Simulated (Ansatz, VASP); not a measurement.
SiNi in VASP and in Ansatz

Contents of INCAR:

```
SYSTEM = SiNi
PREC = Accurate ; ENCUT = 520
EDIFF = 1E-7 ; ISMEAR = 0
SIGMA = 0.15 ; LREAL = .FALSE.
LASPH = .TRUE. ; NELM = 60
ALGO = Normal ; ISIF = 2
LWAVE = .FALSE. ; LCHARG = .FALSE.
GGA = PS ; NBANDS = 38
```

File KPOINTS:

```
Automatic mesh
0
G
  10 10 10
  0 0 0
```

Contents of POSCAR:

```
SiNi
1.0
    4.4679770072      0.0000000000      0.0000000000
    0.0000000000      4.4679770072      0.0000000000
    0.0000000000      0.0000000000      4.4679770072
Si Ni
4 4
Direct
    0.8400035379      0.8400035379      0.8400035379
    0.6599964621      0.1599964621      0.3400035379
    0.3400035379      0.6599964621      0.1599964621
    0.1599964621      0.3400035379      0.6599964621
    0.1492424992      0.1492424992      0.1492424992
    0.3507575008      0.8507575008      0.6492424992
    0.6492424992      0.3507575008      0.8507575008
    0.8507575008      0.6492424992      0.3507575008
```

Input for Ansatz:

```yaml
crystal:
  lattice:
    - [4.4679770072, 0.0, 0.0]
    - [0.0, 4.4679770072, 0.0]
    - [0.0, 0.0, 4.4679770072]
  atoms:
    - { symbol: Si, position: [0.8400035379, 0.8400035379, 0.8400035379] }
    - { symbol: Si, position: [0.6599964621, 0.1599964621, 0.3400035379] }
    - { symbol: Si, position: [0.3400035379, 0.6599964621, 0.1599964621] }
    - { symbol: Si, position: [0.1599964621, 0.3400035379, 0.6599964621] }
    - { symbol: Ni, position: [0.1492424992, 0.1492424992, 0.1492424992] }
    - { symbol: Ni, position: [0.3507575008, 0.8507575008, 0.6492424992] }
    - { symbol: Ni, position: [0.6492424992, 0.3507575008, 0.8507575008] }
    - { symbol: Ni, position: [0.8507575008, 0.6492424992, 0.3507575008] }
basis:
  ecutwfc: 420
kpoints:
  mp_grid: { grid: [10, 10, 10] }
hamiltonian:
  xc: pbesol
scf:
  occupations: { method: gaussian, width: 0.15 }
output:
  forces: true
  stress: true
  eigenvalues: true
```

Change from the starting cell: mode 21 (324.1 1/cm) frozen in, largest displacement -0.050 Å.

Alike in both runs: task single point; functional PBEsol; k mesh 10 × 10 × 10; occupations gaussian, width 0.15 eV; no spin polarisation.

```csv
,VASP,Ansatz
version,VASP 6.6.1,Ansatz 0.2.0
potentials or method,"VASP PAW PBE potentials, release 64 (Si, Ni), cutoff 520 eV","scalar-relativistic, plane waves, PAW"
valence electrons in the cell,56,88
```

|  | VASP | Ansatz | Ansatz less VASP |
| --- | --- | --- | --- |
| gap on the k mesh at the Fermi level (eV) | none | none | - |
| pressure (GPa) | 0.7 | 0.5 | -0.23 |
| rms of the force components (eV/Å) | 0.223 | 0.220 | -0.0028 |

VASP's potentials were made for PBE, not for PBEsol. Atom by atom the forces differ by 0.003 eV/Å (rms over components). A gap of «none» marks a metal or a gap that the smearing closes. VASP's potentials hold 56 valence electrons a cell and Ansatz's 88, so a difference there can come from the potentials and not from the codes.
